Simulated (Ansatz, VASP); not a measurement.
# ZnS: VASP beside Ansatz

Contents of INCAR:

```
SYSTEM = ZnS
  PREC = Accurate
  ENCUT = 520
  EDIFF = 1E-6
  ISMEAR = -1
  SIGMA = 0.02
  LREAL = .False.
  LASPH = .True.
  NELM = 100
  ALGO = Normal
  ISIF = 2
  LWAVE = .False.
  LCHARG = .False.
  GGA = PE
  NBANDS = 26
```

File KPOINTS:

```
regular mesh
0
Gamma
  12 12 4
  0 0 0
```

File POSCAR:

```
ZnS
1.0
    3.8054508567      0.0000000000      0.0000000000
   -1.9027254283      3.2956171147      0.0000000000
    0.0000000000      0.0000000000      6.2439931111
Zn S
2 2
Direct
    0.3333333333      0.6666666667      0.0003381268
    0.6666666667      0.3333333333      0.5003381268
    0.3333333333      0.6666666667      0.3746618732
    0.6666666667      0.3333333333      0.8746618732
```

Input for Ansatz:

```yaml
crystal:
  lattice:
    - [3.8054508567, 0.0, 0.0]
    - [-1.9027254283, 3.2956171147, 0.0]
    - [0.0, 0.0, 6.2439931111]
  atoms:
    - { symbol: Zn, position: [0.3333333333, 0.6666666667, 0.0003381268] }
    - { symbol: Zn, position: [0.6666666667, 0.3333333333, 0.5003381268] }
    - { symbol: S, position: [0.3333333333, 0.6666666667, 0.3746618732] }
    - { symbol: S, position: [0.6666666667, 0.3333333333, 0.8746618732] }
kpoints:
  mp_grid: { grid: [12, 12, 4] }
  band_path:
    path:
      - [0.0, 0.0, 0.0]
      - [0.5, 0.0, 0.0]
      - [0.3333333333, 0.3333333333, 0.0]
      - [0.0, 0.0, 0.5]
      - [0.5, 0.0, 0.5]
      - [0.3333333333, 0.3333333333, 0.5]
    npoints: 1
hamiltonian:
  xc: pbe
scf:
  occupations: { method: fermi_dirac, width: 0.02 }
  n_extra_bands: 5
output:
  forces: true
  stress: true
  eigenvalues: true
  write_density: true
  write_potential: true
  elf: true
  volumetric_format: npy
```

Alike in both runs: task single point; functional PBE; k mesh 12 × 12 × 4; occupations fermi-dirac, width 0.02 eV; no spin polarisation.

```csv
,VASP,Ansatz
version,VASP 6.6.1,Ansatz 0.2.0
potentials or method,"VASP PAW PBE potentials, release 64 (Zn, S)","plane waves, PAW"
plane-wave cutoff (eV),520,420
valence electrons in the cell,36,36
```

```csv
,VASP,Ansatz,Ansatz less VASP
gap on the k mesh at the Fermi level (eV),2.22,2.21,-0.005
pressure (GPa),2.4,2.3,-0.17
```
